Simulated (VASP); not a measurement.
Set up this calculation in VASP 6.6.1, as the native input.

| Property | Result |
| --- | --- |
| Task | relaxation of cell and atoms |
| Functional | PBE |
| Potentials or basis | VASP PAW PBE potentials, release 64 (Na_pv, Al, Rh_pv) |
| Cutoff | 500 eV |
| k mesh | 6 × 6 × 4 |
| Occupations | gaussian, width 0.1 eV |
| Spin | no spin polarisation |
| Dipole correction | no |
| Further INCAR settings | ALGO = Normal; EDIFF = 1e-07; IBRION = 2; EDIFFG = -0.04; NSW = 90; ISIF = 3 |

The structure of NaAl2Rh3 lies in POSCAR:

```
NaAl2Rh3
1.0
    5.0656868800      0.0000000000      0.0000000000
   -2.5328434400      4.3870135300      0.0000000000
    0.0000000000      0.0000000000      4.0923297200
Na Al Rh
1 2 3
Direct
    0.0000000000      0.0000000000      0.0000000000
    0.3333333300      0.6666666700      0.0000000000
    0.6666666700      0.3333333300      0.0000000000
    0.5000000000      0.0000000000      0.5000000000
    0.0000000000      0.5000000000      0.5000000000
    0.5000000000      0.5000000000      0.5000000000
```

The cell was built from a structure type or drawn by symmetry, and may not be a known phase.

These files were run (other wordings do the same):

INCAR

```
SYSTEM = NaAl2Rh3
ALGO = Normal
EDIFF = 1E-7
EDIFFG = -0.04
ENCUT = 500
GGA = PE
GGA_COMPAT = .False.
IBRION = 2
ISIF = 3
ISMEAR = 0
LASPH = .True.
LCHARG = .False.
LREAL = .False.
LWAVE = .False.
NELM = 120
NELMIN = 4
NSW = 90
PREC = Accurate
SIGMA = 0.1
```

KPOINTS

```
k-points
0
Gamma
  6 6 4
  0 0 0
```

Potentials or basis: VASP PAW PBE potentials, release 64 (Na_pv, Al, Rh_pv).

The run is started by

```bash
$ cat potpaw_PBE.64/Na_pv/POTCAR potpaw_PBE.64/Al/POTCAR potpaw_PBE.64/Rh_pv/POTCAR > POTCAR
$ mpirun -np 1 vasp_std > vasp.out
```

Results of the run:

```yaml
Relaxed_volume: 17.15 Å³/atom
Relaxed_cell: a = 5.540 Å, b = 5.540 Å, c = 3.872 Å, α = 90.00°, β = 90.00°, γ = 120.00°
Space_group_after_relaxing_to_0.1_Å: P6/mmm (No. 191)
Energy_gained_by_relaxing: 194.7 meV/atom
Ionic_steps: 8
Pressure_after_relaxing: 0.0 GPa
Band_gap_on_the_k_mesh: zero (bands 29 and 30 overlap by 0.98 eV)
```

Caveat: the k points lie up to 0.41 Å⁻¹ apart in the final cell, too coarse for converged energies and pressures of a metal.

It took 3.7 min on 1 thread of Intel(R) Xeon(R) 6975P-C (Granite Rapids), with other jobs on the host, peak memory 0.24 GiB.
